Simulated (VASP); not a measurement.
# AgH20O10F in VASP: notebook

AgH20O10F is run at these levels: PBE; tasks: single point.

Program: VASP 6.6.1. These are calculated values, not measurements. Logs are shortened: lines on timing, memory, paths and dates and some standing lists are left out, and cuts for length are marked.

## (1) The cell of the first run

The cell holds an amorphous packing of atoms, 32 atoms: a = 7.233 Å, b = 7.233 Å, c = 7.233 Å, α = 90.00°, β = 90.00°, γ = 90.00°.

## (2) Single point, PBE

INCAR

```
SYSTEM = AgH20O10F
PREC     = Accurate       ! precision mode
ENCUT    = 520            ! plane-wave cutoff, eV
EDIFF    = 1E-6           ! SCF threshold, eV
ISMEAR   = -1             ! smearing method
SIGMA    = 0.02           ! smearing width, eV
LREAL    = Auto         
LASPH    = .True.         ! aspherical terms in the spheres
NELM     = 60             ! most SCF steps
ALGO     = Normal         ! electronic algorithm
ISIF     = 2              ! what is computed and relaxed
LWAVE    = .False.        ! write WAVECAR
LCHARG   = .False.        ! write CHGCAR
GGA      = PE             ! functional
NBANDS   = 71             ! bands
```

KPOINTS

```
Automatic mesh
0
Gamma
  1 1 1
  0 0 0
```

POSCAR

```
AgH20O10F
1.0
    7.2329760000      0.0000000000      0.0000000000
    0.0000000000      7.2329760000      0.0000000000
    0.0000000000      0.0000000000      7.2329760000
O H Ag F
10 20 1 1
Direct
    0.6179475779      0.0127886502      0.4431785755
    0.8296308463     -0.0397485074      0.7970301574
    0.4596310011      0.7218190687      0.5931721604
    0.3593265068      0.2201859926     -0.0279829492
    0.1259370970      0.7073298736      0.1817094374
    0.7581526608      0.5185279199      0.3879730833
    0.9500377161      0.5903793957      0.8638491266
    0.4335006780      0.8517379292      0.0162035654
    0.6883473690      0.3670549992      0.9953579274
    0.3975265506      0.2979824625      0.4890794605
    0.5409391653      0.1212502295      0.4694333287
    0.7447971623      0.0448501419      0.3921898815
    0.8848086873      0.0274022754      0.8998232539
    0.8666280657      0.0378405790      0.6902138207
    0.5113247991      0.8441753436      0.5671800930
    0.3555797780      0.7184871068      0.5096519054
    0.4847797089      0.2880142282     -0.0340108968
    0.3985634682      0.0927142576     -0.0072722487
    0.2496344520      0.7481152986      0.1450302061
    0.0617726369      0.8017585016      0.2556209228
    0.6773560427      0.5950662632      0.4675254003
    0.8386174653      0.4552897728      0.4771341699
    0.8964636410      0.7091271974      0.8128466070
    1.0178244750      0.6335566439      0.9732784956
    0.5620922840      0.8409539863      0.0598923597
    0.4190806108      0.7888730724     -0.1075629174
    0.7853060759      0.4478377918      0.9357697302
    0.7113807650      0.3862587129      1.1218895238
    0.3861342828      0.3188867210      0.6156248825
    0.4815307005      0.3845028658      0.4453077129
    0.1300571162      0.2282877753      0.1672617191
    0.9517244354      0.0420297261      0.2991023335
```

Potentials or basis: VASP PAW PBE potentials, release 64 (O, H, Ag, F).

Run with:

```sh
> cat potpaw_PBE.64/O/POTCAR potpaw_PBE.64/H/POTCAR potpaw_PBE.64/Ag/POTCAR potpaw_PBE.64/F/POTCAR > POTCAR
> mpirun -np 1 vasp_gam > vasp.out
```

OUTCAR:

```text
SYSTEM = AgH20O10F
   PREC = Accurate
   ENCUT = 520
   EDIFF = 1E-6
   ISMEAR = -1
   LREAL = Auto
   LASPH = .True.
   NELM = 60
   ISIF = 2
   GGA = PE

 ion  position               nearest neighbor table
   1  0.618  0.013  0.443-  11 0.98  12 1.02
   2  0.830  0.960  0.797-  13 0.97  14 0.99
   3  0.460  0.722  0.593-  16 0.97  15 0.98
   4  0.359  0.220  0.972-  18 0.98  17 1.03  31 2.18
   5  0.126  0.707  0.182-  19 0.98  20 0.98
   6  0.758  0.519  0.388-  22 0.98  21 0.99
   7  0.950  0.590  0.864-  24 0.98  23 1.01
   8  0.434  0.852  0.016-  25 0.99  26 1.01
   9  0.688  0.367  0.995-  28 0.94  27 1.01
  10  0.398  0.298  0.489-  30 0.93  29 0.93
  11  0.541  0.121  0.469-   1 0.98
  12  0.745  0.045  0.392-   1 1.02
  13  0.885  0.027  0.900-   2 0.97
  14  0.867  0.038  0.690-   2 0.99
  15  0.511  0.844  0.567-   3 0.98
  16  0.356  0.718  0.510-   3 0.97
[... 12 lines left out ...]
  29  0.386  0.319  0.616-  10 0.93
  30  0.482  0.385  0.445-  10 0.93
  31  0.130  0.228  0.167-  32 2.09   4 2.18
  32  0.952  0.042  0.299-  31 2.09

  LATTYP: Found a simple cubic cell.
 ALAT       =     7.2329760000

  Lattice vectors:

 A1 = (   7.2329760000,   0.0000000000,   0.0000000000)
 A2 = (   0.0000000000,   7.2329760000,   0.0000000000)
 A3 = (   0.0000000000,   0.0000000000,   7.2329760000)

Analysis of symmetry for initial positions (statically):
=====================================================================
 Subroutine PRICEL returns:
 Original cell was already a primitive cell.

 Routine SETGRP: Setting up the symmetry group for a
 simple cubic supercell.

 Subroutine GETGRP returns: Found  1 space group operations
 (whereof  1 operations were pure point group operations)
 out of a pool of 48 trial point group operations.

The static configuration has the point symmetry C_1 .

Analysis of symmetry for dynamics (positions and initial velocities):
=====================================================================
 Subroutine PRICEL returns:
 Original cell was already a primitive cell.

 Routine SETGRP: Setting up the symmetry group for a
 simple cubic supercell.

 Subroutine GETGRP returns: Found  1 space group operations
 (whereof  1 operations were pure point group operations)
 out of a pool of 48 trial point group operations.

The dynamic configuration has the point symmetry C_1 .

 Subroutine INISYM returns: Found  1 space group operations
 (whereof  1 operations are pure point group operations),
 and found     1 'primitive' translations

----------------------------------------------------------------------------------------

                                     Primitive cell

  volume of cell :     378.4000

  direct lattice vectors                    reciprocal lattice vectors
     7.232976000  0.000000000  0.000000000     0.138255678  0.000000000  0.000000000
     0.000000000  7.232976000  0.000000000     0.000000000  0.138255678  0.000000000
     0.000000000  0.000000000  7.232976000     0.000000000  0.000000000  0.138255678

  length of vectors
     7.232976000  7.232976000  7.232976000     0.138255678  0.138255678  0.138255678

  position of ions in fractional coordinates (direct lattice)
     0.617947578  0.012788650  0.443178575
     0.829630846  0.960251493  0.797030157
     0.459631001  0.721819069  0.593172160
     0.359326507  0.220185993  0.972017051
     0.125937097  0.707329874  0.181709437
     0.758152661  0.518527920  0.387973083
[... 24 lines left out ...]
     0.130057116  0.228287775  0.167261719
     0.951724435  0.042029726  0.299102334

  ion indices of the primitive-cell ions
   primitive index   ion index
                 1           1
                 2           2
                 3           3
                 4           4
                 5           5
                 6           6
[... 24 lines left out ...]
                31          31
                32          32

----------------------------------------------------------------------------------------

 KPOINTS: Automatic mesh

Automatic generation of k-mesh.
[... 45 lines left out ...]
   TEBEG  =    0.0;   TEEND  =   0.0 temperature during run
   PSTRESS=    0.0 pullay stress
   NELECT =      98.0000    total number of electrons
   NUPDOWN=      -1.0000    fix difference up-down
   EMIN   =  10.00;   EMAX   =-10.00  energy-range for DOS
   EFERMI =   0.00;   METHOD = LEGACY
   ISMEAR =    -1;   SIGMA  =   0.02  broadening in eV -4-tet -1-fermi 0-gaus
   EFERMI_NEDOS =   21; number of points for ismear=-14 and -15
   IALGO  =     38    algorithm
   IMIX   =      4    mixing-type and parameters
     AMIX     =   0.40;   BMIX     =  1.00
     AMIX_MAG =   1.60;   BMIX_MAG =  1.00
  volume/ion in A,a.u.               =      11.82        79.80
  Fermi-wavevector in a.u.,A,eV,Ry     =   1.043518  1.971963 14.815782  1.088929
  Thomas-Fermi vector in A             =   2.178230
   LORBIT       =      0    0 simple, 1 ext, 2 COOP (PROOUT), +10 PAW based schemes
   GGA     = PE    functional components
   LHFCALC =     F    Hartree Fock is set to
   AEXX    =    0.0000 exact exchange contribution
   IVDW    =     0    specifies the selected vdW correction
   LEPSILON=     F    determine dielectric tensor
   LRPA    =     F    only Hartree local field effects (RPA)
 non-spin polarized calculation
  energy-cutoff  :      520.00
  volume of cell :      378.40
 maximum number of plane-waves:      5066
 NGX is ok and might be reduce to    54
   NGX = 27   NGY = 27   NGZ = 27

 number of electron      98.0000003 magnetization

 Free energy of the ion-electron system (eV)
  ---------------------------------------------------
  ext. energy  EPLUGINS =         0.00000000
  ---------------------------------------------------
  free energy    TOTEN  =      -151.91278818 eV

  energy without entropy =     -151.91278818  energy(sigma->0) =     -151.91278818

 E-fermi :  -2.5014     XC(G=0):  -6.6273

 val. band max:       -3.0067177027   @ k =   0.0000   0.0000   0.0000
 cond. band min:       0.2988911708   @ k =   0.0000   0.0000   0.0000
 fundamental gap:      3.3056088735
 Fermi energy:        -2.5014308085

 k-point     1 :       0.0000    0.0000    0.0000
  band No.  band energies     occupation
      1     -23.3432      2.00000
      2     -23.2631      2.00000
      3     -22.6927      2.00000
      4     -22.3360      2.00000
      5     -22.2786      2.00000
      6     -22.2494      2.00000
[... 53 lines left out ...]
     60       5.7769      0.00000
     61       5.8822      0.00000
 [bands above 61 left out]

------------------------ aborting loop because EDIFF is reached ----------------------------------------

  FORCE on cell =-STRESS in cart. coord.  units (eV):
  Direction    XX          YY          ZZ          XY          YZ          ZX
  --------------------------------------------------------------------------------------
  -------------------------------------------------------------------------------------
  Total       -0.5238706      2.4198078      1.5900922      1.4151392     -0.7134162     -0.6297113
  in kB       -2.2181121     10.2456704      6.7325847      5.9918190     -3.0206643     -2.6662507
  external PRESSURE =       4.9200477 kB  Pullay stress =       0.0000000 kB

 VOLUME and BASIS-vectors are now :
 -----------------------------------------------------------------------------
  energy-cutoff  :      520.00
  volume of cell :      378.40
      direct lattice vectors                 reciprocal lattice vectors
     7.232976000  0.000000000  0.000000000     0.138255678  0.000000000  0.000000000
     0.000000000  7.232976000  0.000000000     0.000000000  0.138255678  0.000000000
     0.000000000  0.000000000  7.232976000     0.000000000  0.000000000  0.138255678

 POSITION                                       TOTAL-FORCE (eV/Angst)
 -----------------------------------------------------------------------------------
      4.46960      0.09250      3.20550         0.834975     -0.482102     -0.256313
      6.00070      6.94548      5.76490         0.476625      0.533626     -0.548351
      3.32450      5.22090      4.29040        -0.128419     -0.675561      0.663924
      2.59900      1.59260      7.03058         0.737153      0.896602     -0.448510
      0.91090      5.11610      1.31430        -0.340650     -0.767416      0.173130
      5.48370      3.75050      2.80620        -0.143950     -0.256080      0.565215
[... 24 lines left out ...]
      0.94070      1.65120      1.20980         0.261268     -0.017708     -0.040143
      6.88380      0.30400      2.16340        -0.327607     -0.034493      0.311850
 -----------------------------------------------------------------------------------
    total drift:                                0.017023     -0.004153     -0.003068

  FREE ENERGIE OF THE ION-ELECTRON SYSTEM (eV)
  ---------------------------------------------------
  free  energy   TOTEN  =      -151.9127881793 eV

  energy  without entropy=     -151.9127881793  energy(sigma->0) =     -151.91278818
```

Run time: 48 s. Hardware: 1 thread of Intel Xeon Platinum 8488C (Sapphire Rapids), shared host; peak memory 0.36 GiB.

Results:

* Free energy: -151.9128 eV
* Pressure: 0.5 GPa
* Largest force: 2.928 eV/Å
* Band gap on the k mesh: 3.31 eV

Forces in eV/Å, atoms in the order of the input:
```
O    0.835 -0.482 -0.256
O    0.477  0.534 -0.548
O   -0.128 -0.676  0.664
O    0.737  0.897 -0.449
O   -0.341 -0.767  0.173
O   -0.144 -0.256  0.565
O   -0.735  0.665 -0.953
O    0.084 -0.482 -0.664
O    0.020 -0.194 -1.729
O   -1.684 -2.017 -1.291
H    0.086  0.363 -0.262
H   -0.715 -0.172  0.153
H   -0.061 -0.032  0.340
H   -0.474 -0.692  0.340
H    0.853  0.648 -0.395
H   -0.506 -0.245 -0.192
H   -0.719 -0.024  0.341
H   -0.004 -0.782 -0.099
H    0.109  0.564  0.053
H    0.185  0.300 -0.295
H    0.016  0.141 -0.183
H   -0.110  0.201 -0.328
H    0.448 -0.736  0.396
H    0.244  0.131  0.594
H   -0.473 -0.152 -0.453
H    0.647  0.510  0.876
H   -0.139  0.116 -0.222
H    0.147  0.286  2.095
H   -0.397  0.440  2.410
H    1.811  1.969 -0.951
Ag   0.261 -0.018 -0.040
F   -0.328 -0.034  0.312
```

Stress tensor (GPa, compression positive):
```
-0.22  0.60 -0.27
 0.60  1.02 -0.30
-0.27 -0.30  0.67
```

Caveat: the k points lie up to 0.87 Å⁻¹ apart.

## (3) Single point, PBE

INCAR

```
PREC = Accurate
ENCUT = 520
EDIFF = 1E-7
ISMEAR = -1
SIGMA = 0.02
LREAL = Auto
LASPH = True
NELM = 60
ALGO = Normal
ISIF = 2
LWAVE = False
LCHARG = True
GGA = PE
LELF = True
LVHAR = True
NBANDS = 71
```

KPOINTS

```
regular mesh
0
Gamma
  1 1 1
```

POSCAR

```
AgH20O10F
1.0
    7.2329760000      0.0000000000      0.0000000000
    0.0000000000      7.2329760000      0.0000000000
    0.0000000000      0.0000000000      7.2329760000
O H Ag F
10 20 1 1
Direct
    0.6180028801      0.0096502463      0.4551515172
    0.8396820341     -0.0380479626      0.8126807002
    0.4575986427      0.7190124784      0.6174360319
    0.3492061912      0.2268913930     -0.0490116378
    0.1102727287      0.7195378500      0.1941247973
    0.7241417641      0.5357269262      0.3681333935
    0.9565495586      0.5749362365      0.8611531408
    0.4333209456      0.8729601757     -0.0080326549
    0.6778261120      0.3733871093      1.0272258611
    0.3577918688      0.3126513900      0.4810744568
    0.5251503669      0.1103003798      0.4339569217
    0.7440091050      0.0405227392      0.4089464696
    0.7910436866      0.0492604980      0.9016620545
    0.7654249095     -0.0205586193      0.6967671398
    0.4930197473      0.8275984878      0.5449900567
    0.3330026258      0.6706782934      0.5825956010
    0.4715209894      0.2877377168     -0.0129822082
    0.3955080177      0.0895067259     -0.0456243737
    0.2022265800      0.7762365035      0.1165771876
    0.0365824524      0.8255384782      0.2472149776
    0.6322017383      0.5967944592      0.4562713882
    0.8399861966      0.5252747970      0.4354086064
    0.8993946613      0.6947486069      0.8441338669
    0.9919844888      0.5839919834      0.9908231411
    0.5187076523      0.8287460099      0.0885804128
    0.4481557799      0.8170634052     -0.1385045381
    0.7606274374      0.4324499349      0.9433461413
    0.7083944423      0.4369847211      1.1427523056
    0.2959362785      0.3111167519      0.6011218619
    0.3845443425      0.4391553352      0.4491926974
    0.1261583061      0.2232552686      0.1573487870
    0.9307925258      0.0361676853      0.2992267636
```

Potentials or basis: VASP PAW PBE potentials, release 64 (O, H, Ag, F).

Run with:

```sh
> cat potpaw_PBE.64/O/POTCAR potpaw_PBE.64/H/POTCAR potpaw_PBE.64/Ag/POTCAR potpaw_PBE.64/F/POTCAR > POTCAR
> mpirun -np 1 vasp_gam > vasp.out
```

Run time: 61 s. Hardware: 1 thread of Intel Xeon Platinum 8488C (Sapphire Rapids), shared host; peak memory 0.37 GiB.

The run converged. Its results:

```yaml
Free_energy: -151.9799 eV
Pressure: -1.1 GPa
Largest_force: 1.950 eV/Å
Band_gap_on_the_k_mesh: 3.16 eV
```

Forces on the atoms (eV/Å):
```
O   -1.441  0.085  0.500
O   -0.355 -0.353 -1.085
O   -1.001 -1.449  0.529
O    1.302 -1.132  0.128
O   -0.877 -0.172  0.939
O   -1.000  0.658  0.754
O   -0.164 -0.749 -0.258
O   -0.270 -0.373 -0.978
O   -0.789 -0.755  0.837
O   -0.403 -0.682 -0.080
H    1.094 -0.279  0.269
H    0.216  0.133 -0.744
H   -0.135  0.208  0.184
H    0.414  0.117  0.846
H    0.141  0.854 -0.654
H    0.911  0.985  0.232
H   -0.616  0.288 -0.185
H   -0.861  1.144  0.131
H    0.663  0.421 -0.519
H    0.244 -0.261 -0.359
H    1.188 -0.616 -0.704
H   -0.076  0.062  0.092
H   -0.239  0.912 -0.316
H    0.579  0.257  0.478
H   -0.020  0.000 -1.009
H    0.373  0.037  1.699
H    0.991  0.687 -1.532
H   -0.365 -0.095  0.714
H    0.133  0.075  0.009
H    0.149  0.241  0.007
Ag  -0.117 -0.511  0.138
F    0.330  0.266 -0.062
```

Stress tensor (GPa, compression positive):
```
-1.41  0.75 -0.64
 0.75 -0.39 -0.92
-0.64 -0.92 -1.48
```

Levels at points of the mesh, in eV from the valence-band top:
| k point | band 46 | band 47 | band 48 | band 49 | band 50 | band 51 | band 52 | band 53 |
| --- | --- | --- | --- | --- | --- | --- | --- | --- |
| (0.00, 0.00, 0.00) | -0.79 | -0.47 | -0.33 | 0.00 | 3.16 | 5.20 | 6.09 | 6.39 |

Caveat: the k points lie up to 0.87 Å⁻¹ apart.

## (4) Single point, PBE

INCAR

```
  ALGO = Normal
  EDIFF = 1E-6
  ENCUT = 520
  GGA = PE
  ISIF = 2
  ISMEAR = -1
  LASPH = T
  LCHARG = T
  LELF = T
  LREAL = Auto
  LVHAR = T
  LWAVE = F
  NBANDS = 71
  NELM = 100
  PREC = Accurate
  SIGMA = 0.02
```

KPOINTS

```
k-points
0
Gamma
  1 1 1
```

POSCAR

```
AgH20O10F
1.0
    7.2329760000      0.0000000000      0.0000000000
    0.0000000000      7.2329760000      0.0000000000
    0.0000000000      0.0000000000      7.2329760000
O H Ag F
10 20 1 1
Direct
    0.6230768635      0.0376884978      0.4587046881
    0.8249716299     -0.0297940986      0.8177270324
    0.4639860550      0.7350224859      0.6094863304
    0.3460816129      0.2384357421     -0.0657544004
    0.1104524611      0.7007212522      0.2187481335
    0.7370410188      0.5433862908      0.3899501395
    0.9562592217      0.5697239974      0.8733472916
    0.4330582598      0.8631440226     -0.0019494051
    0.6812825039      0.3875444907      1.0438856703
    0.3350349842      0.2849173010      0.4750188581
    0.5699037298      0.1550399172      0.4145734757
    0.7396955278      0.0313010855      0.3883601992
    0.8351748990      0.0450160487      0.9349263706
    0.7804809528      0.0509748684      0.7262294248
    0.5018681107      0.8502447679      0.5469809384
    0.3267396435      0.7215149062      0.5908356394
    0.4664470060      0.3066372680     -0.0286189253
    0.3956324478      0.1125124707     -0.0633625772
    0.2221630488      0.7705265440      0.1770640467
    0.0235725931      0.7984265398      0.2539618547
    0.6417690312      0.5955501581      0.4721016633
    0.8334190519      0.4957710353      0.4729726740
    0.9227875220      0.6879464276      0.8054775794
    1.0035841402      0.6113251309      0.9954685319
    0.5587879733      0.8761677075      0.0382691716
    0.4366114308      0.7909192565     -0.1169228268
    0.7602126704      0.4637095436      0.9643748299
    0.6926056439      0.4430541453      1.1761548773
    0.3175318154      0.2576256302      0.6059055083
    0.3334726951      0.4184169835      0.4688941315
    0.1264624686      0.2132732087      0.1539338718
    0.9111602195      0.0369004404      0.2765528325
```

Run with:

```sh
> cat potpaw_PBE.64/O/POTCAR potpaw_PBE.64/H/POTCAR potpaw_PBE.64/Ag/POTCAR potpaw_PBE.64/F/POTCAR > POTCAR
> mpirun -np 1 vasp_gam > vasp.out
```

It took 53 s on 1 thread of Intel Xeon Platinum 8488C (Sapphire Rapids), shared host; peak memory 0.36 GiB.

Results (log left out):

```yaml
Free_energy: -152.2359 eV
Pressure: -1.1 GPa
Largest_force: 2.980 eV/Å
Band_gap_on_the_k_mesh: 3.20 eV
```

Forces in eV/Å, atoms in the order of the input:
```
O   -0.858  0.486  0.398
O    0.871 -0.622  2.781
O   -1.649 -0.910  0.249
O    1.173  0.829  0.306
O    0.917  0.147 -0.351
O    0.308 -0.177  0.383
O   -0.326  1.253 -0.837
O   -0.970  0.084 -0.003
O   -0.754  0.041  1.841
O   -0.143 -0.019 -0.120
H   -0.345 -0.423  0.484
H    0.854 -0.263 -0.421
H   -0.042 -0.673 -1.161
H   -0.817  1.139 -1.554
H    0.231  0.704 -0.300
H    1.422  0.287 -0.009
H   -0.769  0.066 -0.065
H   -0.290 -0.862 -0.015
H   -0.535 -0.489  0.026
H   -0.299  0.409  0.122
H   -0.107  0.067  0.017
H   -0.333  0.109 -0.377
H    0.315 -1.004  1.031
H    0.144  0.200 -0.160
H    0.758 -0.115  0.120
H    0.310  0.097 -0.152
H    0.447  0.280 -0.251
H   -0.052 -0.633 -1.585
H   -0.064 -0.047  0.138
H    0.027  0.338 -0.051
Ag  -0.103 -0.296  0.015
F    0.679 -0.003 -0.499
```

Stress tensor (GPa, compression positive):
```
-0.89 -0.75 -0.59
-0.75 -0.41 -0.61
-0.59 -0.61 -2.05
```

Levels at points of the mesh, in eV from the valence-band top:
```csv
k point,band 46,band 47,band 48,band 49,band 50,band 51,band 52,band 53
"(0.00, 0.00, 0.00)",-0.67,-0.53,-0.40,0.00,3.20,5.31,6.14,6.38
```

Caveat: the k points lie up to 0.87 Å⁻¹ apart.
